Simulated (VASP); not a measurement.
# BN in VASP: further runs, part 2 of 2

VASP 6.6.1.

### Step 4. Single point, PBEsol (atom 1 (B) moved by (+0.000, -0.100) A along [1 1 0] and z)

INCAR

```
SYSTEM = BN
PREC = Accurate
ENCUT = 520
EDIFF = 1E-6
ISMEAR = 0
SIGMA = 0.05
LREAL = .FALSE.
LASPH = .TRUE.
NELM = 80
ALGO = Normal
ISIF = 2
LWAVE = .FALSE.
LCHARG = .FALSE.
GGA = PS
NBANDS = 11
```

KPOINTS

```
regular mesh
0
G
  12 12 12
  0 0 0
```

POSCAR

```
BN
1.0
    0.0000000000      3.4953158300      2.1660912400
    1.2516321000      0.0000000000      2.1660912400
    1.2516321000      3.4953158300      0.0000000000
B N
1 1
Direct
   -0.0230344035     -0.0230344035      1.0230344035
    0.6666513400      0.6666513400      0.3333486600
```

Potentials or basis: VASP PAW PBE potentials, release 64 (B, N).

Launch:

```console
> cat potpaw_PBE.64/B/POTCAR potpaw_PBE.64/N/POTCAR > POTCAR
> mpirun -np 1 vasp_std > vasp.out
```

OUTCAR:

```text
SYSTEM = BN
   PREC = Accurate
   ENCUT = 520
   EDIFF = 1E-6
   ISMEAR = 0
   LREAL = .FALSE.
   LASPH = .TRUE.
   NELM = 80
   ISIF = 2
   GGA = PS

 ion  position               nearest neighbor table
   1  0.977  0.977  0.023-   2 1.34   2 1.50   2 1.50
   2  0.667  0.667  0.333-   1 1.34   1 1.50   1 1.50

  LATTYP: Found a face centered orthorhombic cell.
 ALAT       =     2.5032642000
 B/A-ratio  =     1.7306133647
 C/A-ratio  =     2.7926064137

  Lattice vectors:

 A1 = (   0.0000000000,   3.4953158300,   2.1660912400)
 A2 = (  -1.2516321000,   3.4953158300,   0.0000000000)
 A3 = (  -1.2516321000,   0.0000000000,   2.1660912400)

Analysis of symmetry for initial positions (statically):
=====================================================================
 Subroutine PRICEL returns:
 Original cell was already a primitive cell.

 Routine SETGRP: Setting up the symmetry group for a
 face centered orthorhombic supercell.

 Subroutine GETGRP returns: Found  4 space group operations
 (whereof  4 operations were pure point group operations)
 out of a pool of  8 trial point group operations.

The static configuration has the point symmetry C_2v.

Analysis of symmetry for dynamics (positions and initial velocities):
=====================================================================
 Subroutine PRICEL returns:
 Original cell was already a primitive cell.

 Routine SETGRP: Setting up the symmetry group for a
 face centered orthorhombic supercell.

 Subroutine GETGRP returns: Found  4 space group operations
 (whereof  4 operations were pure point group operations)
 out of a pool of  8 trial point group operations.

The dynamic configuration has the point symmetry C_2v.

 Subroutine INISYM returns: Found  4 space group operations
 (whereof  4 operations are pure point group operations),
 and found     1 'primitive' translations

----------------------------------------------------------------------------------------

                                     Primitive cell

[... 118 lines left out ...]
   IVDW    =     0    specifies the selected vdW correction
   LEPSILON=     F    determine dielectric tensor
   LRPA    =     F    only Hartree local field effects (RPA)
 non-spin polarized calculation
 Gauss-broadening in eV      SIGMA  =   0.05
  energy-cutoff  :      520.00
  volume of cell :       18.95
 maximum number of plane-waves:       529
   NGX = 15   NGY =  9   NGZ = 13

 number of electron       8.0000000 magnetization

 Free energy of the ion-electron system (eV)
  ---------------------------------------------------
  ext. energy  EPLUGINS =         0.00000000
  ---------------------------------------------------
  free energy    TOTEN  =       -18.04964191 eV

  energy without entropy =      -18.04964191  energy(sigma->0) =      -18.04964191

 E-fermi :   2.1211     XC(G=0):  -9.9564

 val. band max:        1.8755467962   @ k =   0.5000  -0.4167   0.0833
 cond. band min:       4.9795452493   @ k =   0.0000   0.5000   0.5000
 fundamental gap:      3.1039984531
 Fermi energy:         2.1211326059

 k-point     1 :       0.0000    0.0000    0.0000
  band No.  band energies     occupation
      1     -15.9459      2.00000
      2      -2.6500      2.00000
      3      -0.6216      2.00000
      4       1.6265      2.00000
      5       6.5631      0.00000
      6      11.9513      0.00000
      7      14.7315      0.00000
      8      14.9200      0.00000
      9      16.5296      0.00000
     10      27.2107      0.00000
     11      28.0431      0.00000
[... 309 lines left out ...]
 k-point    24 :      -0.4167    0.1667    0.0000
  band No.  band energies     occupation
      1     -12.4835      2.00000
      2      -6.7144      2.00000
      3      -3.8015      2.00000
      4       1.0297      2.00000
      5       6.9262      0.00000
      6      12.8764      0.00000
      7      14.9664      0.00000
      8      16.7711      0.00000
      9      19.9048      0.00000
     10      22.6763      0.00000
     11      24.2765      0.00000

 [... further k-points ...]

------------------------ aborting loop because EDIFF is reached ----------------------------------------

  FORCE on cell =-STRESS in cart. coord.  units (eV):
  Direction    XX          YY          ZZ          XY          YZ          ZX
  --------------------------------------------------------------------------------------
  -------------------------------------------------------------------------------------
  Total       -0.7167964      0.0185346      2.4529699      0.0000000      0.0000000      0.0000000
  in kB      -60.5949684      1.5668350    207.3638018      0.0000000      0.0000000      0.0000000
  external PRESSURE =      49.4452228 kB  Pullay stress =       0.0000000 kB

 VOLUME and BASIS-vectors are now :
 -----------------------------------------------------------------------------
  energy-cutoff  :      520.00
  volume of cell :       18.95
      direct lattice vectors                 reciprocal lattice vectors
     0.000000000  3.495315830  2.166091240    -0.399478409  0.143048590  0.230830535
     1.251632100  0.000000000  2.166091240     0.399478409 -0.143048590  0.230830535
     1.251632100  3.495315830  0.000000000     0.399478409  0.143048590 -0.230830535

 POSITION                                       TOTAL-FORCE (eV/Angst)
 -----------------------------------------------------------------------------------
      1.25163      3.49532      4.23239         0.000000      0.000000      4.914186
      1.25163      3.49532      2.88806         0.000000      0.000000     -4.914186
 -----------------------------------------------------------------------------------
    total drift:                                0.000005     -0.000012     -0.000198

  FREE ENERGIE OF THE ION-ELECTRON SYSTEM (eV)
  ---------------------------------------------------
  free  energy   TOTEN  =       -18.0496419061 eV

  energy  without entropy=      -18.0496419061  energy(sigma->0) =      -18.04964191
```

Run time: 1.7 min. Hardware: 1 thread of Intel Xeon 8259CL, shared host; peak memory 0.18 GiB.

Results:

```
Free energy            : -18.0496 eV
Pressure               : 4.9 GPa
Largest force          : 4.914 eV/Å
Band gap on the k mesh : 3.10 eV (least direct gap 4.19 eV)
```

Forces in eV/Å, atoms in the order of the input:
```
B    0.000  0.000  4.914
N    0.000  0.000 -4.914
```

Caveat: the cell differs from its parent crystal (atom 1 (B) moved by (+0.000, -0.100) A along [1 1 0] and z); the cell stands under pressure; the PAW data sets were made with another functional, which shifts forces and pressure a little. A k mesh can miss the band edges.

### Step 5. Single point, PBEsol (atom 1 (B) moved by (+0.000, +0.100) A along [1 1 0] and z)

INCAR

```
PREC = Accurate
ENCUT = 520
EDIFF = 1E-6
ISMEAR = 0
SIGMA = 0.05
LREAL = F
LASPH = T
NELM = 60
ALGO = Normal
ISIF = 2
LWAVE = F
LCHARG = F
GGA = PS
NBANDS = 11
```

KPOINTS

```
Automatic mesh
0
Gamma
  12 12 12
```

Edit POSCAR of step 4 so:

```diff
@@ -8,3 +8,3 @@
 Direct
-   -0.0230344035     -0.0230344035      1.0230344035
+    0.0231317035      0.0231317035      0.9768682965
     0.6666513400      0.6666513400      0.3333486600
```

Launch:

```console
> cat potpaw_PBE.64/B/POTCAR potpaw_PBE.64/N/POTCAR > POTCAR
> mpirun -np 1 vasp_std > vasp.out
```

Wall time 1.7 min (1 thread of Intel Xeon 8259CL, shared host); peak memory 0.19 GiB.

The run converged. Its results:

| Quantity | Value |
| --- | --- |
| Free energy | -18.0961 eV |
| Pressure | 4.0 GPa |
| Largest force | 3.541 eV/Å |
| Band gap on the k mesh | 4.22 eV (least direct gap 4.68 eV) |

Forces on the atoms (eV/Å):
```
B    0.000  0.000 -3.541
N    0.000  0.000  3.541
```

Stress tensor (GPa, compression positive):
```
16.26  0.00  0.00
 0.00 -0.01  0.00
 0.00  0.00 -4.14
```

Levels at points of the mesh, in eV from the valence-band top:
```tsv
k point	band 1	band 2	band 3	band 4	band 5	band 6	band 7	band 8	band 9
(0.00, 0.00, 0.00)	-17.83	-4.53	-2.54	-0.23	4.68	9.98	12.99	13.18	14.50
(0.50, 0.00, 0.00)	-14.72	-9.10	-3.81	-0.87	4.22	9.53	13.12	15.39	19.80
(0.50, 0.50, 0.00)	-14.54	-8.87	-4.85	-0.91	6.61	9.17	12.20	13.58	18.54
(0.50, 0.00, 0.50)	-17.62	-6.20	-2.56	-0.21	9.45	9.93	12.01	13.05	15.66
(0.00, 0.50, 0.50)	-14.43	-8.68	-4.89	-1.86	4.50	9.73	14.09	17.98	19.08
```

Caveat: the cell differs from its parent crystal (atom 1 (B) moved by (+0.000, +0.100) A along [1 1 0] and z); the cell stands under pressure; the PAW data sets were made with another functional, which shifts forces and pressure a little. A k mesh can miss the band edges.

### Step 6. Single point, PBEsol (atom 1 (B) moved by (-0.100, -0.200) A along [1 1 0] and z)

INCAR

```
SYSTEM = BN
ALGO = Normal
EDIFF = 1E-7
ENCUT = 520
GGA = PS
ISIF = 2
ISMEAR = 0
LASPH = .TRUE.
LCHARG = .FALSE.
LREAL = .FALSE.
LWAVE = .FALSE.
NBANDS = 11
NELM = 80
PREC = Accurate
SIGMA = 0.05
```

KPOINTS

```
k-points
0
G
  12 12 12
  0 0 0
```

Edit POSCAR of step 5 so:

```diff
@@ -8,3 +8,3 @@
 Direct
-    0.0231317035      0.0231317035      0.9768682965
+   -0.0279851306     -0.0642497834      1.0077550050
     0.6666513400      0.6666513400      0.3333486600
```

Potentials or basis: VASP PAW PBE potentials, release 64 (B, N).

Launch:

```console
> cat potpaw_PBE.64/B/POTCAR potpaw_PBE.64/N/POTCAR > POTCAR
> mpirun -np 1 vasp_std > vasp.out
```

OUTCAR:

```text
SYSTEM = BN
   EDIFF = 1E-7
   ENCUT = 520
   GGA = PS
   ISIF = 2
   ISMEAR = 0
   LASPH = .TRUE.
   LREAL = .FALSE.
   NELM = 80
   PREC = Accurate

 ion  position               nearest neighbor table
   1  0.972  0.936  0.008-   2 1.25   2 1.50   2 1.61
   2  0.667  0.667  0.333-   1 1.25   1 1.50   1 1.61

  LATTYP: Found a face centered orthorhombic cell.
 ALAT       =     2.5032642000
 B/A-ratio  =     1.7306133647
 C/A-ratio  =     2.7926064137

  Lattice vectors:

 A1 = (   0.0000000000,   3.4953158300,   2.1660912400)
 A2 = (  -1.2516321000,   3.4953158300,   0.0000000000)
 A3 = (  -1.2516321000,   0.0000000000,   2.1660912400)

Analysis of symmetry for initial positions (statically):
=====================================================================
 Subroutine PRICEL returns:
 Original cell was already a primitive cell.

 Routine SETGRP: Setting up the symmetry group for a
 face centered orthorhombic supercell.

 Subroutine GETGRP returns: Found  1 space group operations
 (whereof  1 operations were pure point group operations)
 out of a pool of  8 trial point group operations.

The static configuration has the point symmetry C_1 .

Analysis of symmetry for dynamics (positions and initial velocities):
=====================================================================
 Subroutine PRICEL returns:
 Original cell was already a primitive cell.

 Routine SETGRP: Setting up the symmetry group for a
 face centered orthorhombic supercell.

 Subroutine GETGRP returns: Found  1 space group operations
 (whereof  1 operations were pure point group operations)
 out of a pool of  8 trial point group operations.

The dynamic configuration has the point symmetry C_1 .

 Subroutine INISYM returns: Found  1 space group operations
 (whereof  1 operations are pure point group operations),
 and found     1 'primitive' translations

----------------------------------------------------------------------------------------

                                     Primitive cell

[... 118 lines left out ...]
   IVDW    =     0    specifies the selected vdW correction
   LEPSILON=     F    determine dielectric tensor
   LRPA    =     F    only Hartree local field effects (RPA)
 non-spin polarized calculation
 Gauss-broadening in eV      SIGMA  =   0.05
  energy-cutoff  :      520.00
  volume of cell :       18.95
 maximum number of plane-waves:       529
   NGX = 15   NGY =  9   NGZ = 13

 number of electron       8.0000000 magnetization

 Free energy of the ion-electron system (eV)
  ---------------------------------------------------
  ext. energy  EPLUGINS =         0.00000000
  ---------------------------------------------------
  free energy    TOTEN  =       -17.17921424 eV

  energy without entropy =      -17.17921424  energy(sigma->0) =      -17.17921424

 E-fermi :   3.0184     XC(G=0):  -9.9354

 val. band max:        2.7312322812   @ k =   0.0000   0.0000   0.0000
 cond. band min:       4.5360457587   @ k =   0.0000   0.5000   0.5000
 fundamental gap:      1.8048134776
 Fermi energy:         3.0184254715

 k-point     1 :       0.0000    0.0000    0.0000
  band No.  band energies     occupation
      1     -15.9792      2.00000
      2      -2.7567      2.00000
      3      -1.7401      2.00000
      4       2.7312      2.00000
      5       6.4661      0.00000
      6      10.6887      0.00000
      7      14.9994      0.00000
      8      15.2925      0.00000
      9      17.9464      0.00000
     10      26.9562      0.00000
     11      27.3382      0.00000
[... 309 lines left out ...]
 k-point    24 :       0.0000    0.5000    0.0000
  band No.  band energies     occupation
      1     -12.7302      2.00000
      2      -6.7836      2.00000
      3      -3.0815      2.00000
      4       0.0818      2.00000
      5       7.8514      0.00000
      6      10.8028      0.00000
      7      14.7476      0.00000
      8      17.1742      0.00000
      9      20.0875      0.00000
     10      24.6239      0.00000
     11      24.9594      0.00000

 [... further k-points ...]

------------------------ aborting loop because EDIFF is reached ----------------------------------------

  FORCE on cell =-STRESS in cart. coord.  units (eV):
  Direction    XX          YY          ZZ          XY          YZ          ZX
  --------------------------------------------------------------------------------------
  -------------------------------------------------------------------------------------
  Total       -0.5607668     -0.0278969      7.4004429     -0.0730560     -0.7875988     -0.7399008
  in kB      -47.4048783     -2.3582846    625.6024464     -6.1758499    -66.5803061    -62.5481123
  external PRESSURE =     191.9464278 kB  Pullay stress =       0.0000000 kB

 VOLUME and BASIS-vectors are now :
 -----------------------------------------------------------------------------
  energy-cutoff  :      520.00
  volume of cell :       18.95
      direct lattice vectors                 reciprocal lattice vectors
     0.000000000  3.495315830  2.166091240    -0.399478409  0.143048590  0.230830535
     1.251632100  0.000000000  2.166091240     0.399478409 -0.143048590  0.230830535
     1.251632100  3.495315830  0.000000000     0.399478409  0.143048590 -0.230830535

 POSITION                                       TOTAL-FORCE (eV/Angst)
 -----------------------------------------------------------------------------------
      1.18092      3.42461      4.13239         1.030575      0.576016     11.257605
      1.25163      3.49532      2.88806        -1.030575     -0.576016    -11.257605
 -----------------------------------------------------------------------------------
    total drift:                               -0.000022     -0.000121      0.000016

  FREE ENERGIE OF THE ION-ELECTRON SYSTEM (eV)
  ---------------------------------------------------
  free  energy   TOTEN  =       -17.1792142368 eV

  energy  without entropy=      -17.1792142368  energy(sigma->0) =      -17.17921424
```

stdout:

```text
POSCAR found type information on POSCAR B N
 POSCAR found :  2 types and       2 ions
 scaLAPACK will be used
 -----------------------------------------------------------------------------
|                                                                             |
|                                                                             |
|     You enforced a specific xc type in the INCAR file but a different       |
|     I HOPE YOU KNOW WHAT YOU ARE DOING!                                     |
|                                                                             |
 -----------------------------------------------------------------------------

 LDA part: xc-table for (Slater+PW92), standard interpolation
 POSCAR, INCAR and KPOINTS ok, starting setup
 FFT: planning ... GRIDC
 FFT: planning ... GRID_SOFT
 FFT: planning ... GRID
 WAVECAR not read
 entering main loop
```

It took 4.6 min on 1 thread of Intel Xeon 8259CL, shared host; peak memory 0.29 GiB.

What came out:

```yaml
Free_energy: -17.1792 eV
Pressure: 19.2 GPa
Largest_force: 11.319 eV/Å
Band_gap_on_the_k_mesh: 1.80 eV (least direct gap 3.69 eV)
```

Forces on the atoms (eV/Å):
```
B     1.031   0.576  11.258
N    -1.031  -0.576 -11.258
```

Caveat: the cell differs from its parent crystal (atom 1 (B) moved by (-0.100, -0.200) A along [1 1 0] and z); the cell stands under pressure; the PAW data sets were made with another functional, which shifts forces and pressure a little. A k mesh can miss the band edges.

### Step 7. The runs side by side

```csv
cell,gap on the mesh (eV),pressure (GPa),largest force (eV/Å)
"as given, atomic positions A",1.99,19.1,11.78
"as given, atomic positions B",3.06,12.2,5.76
"as given, atomic positions C",3.10,4.9,4.91
"as given, atomic positions D",4.22,4.0,3.54
"as given, atomic positions E",1.80,19.2,11.32
```

Alike in all rows: task single point; level PBEsol; potentials or basis VASP PAW PBE potentials, release 64 (B, N); no spin polarisation; k mesh 12 × 12 × 12; cutoff (eV) 520; smearing gaussian 0.05 eV.

Caveats: the cell stands under pressure; the PAW data sets were made with another functional, which shifts forces and pressure a little.

Absolute energies hang on the potentials; compare differences alone.
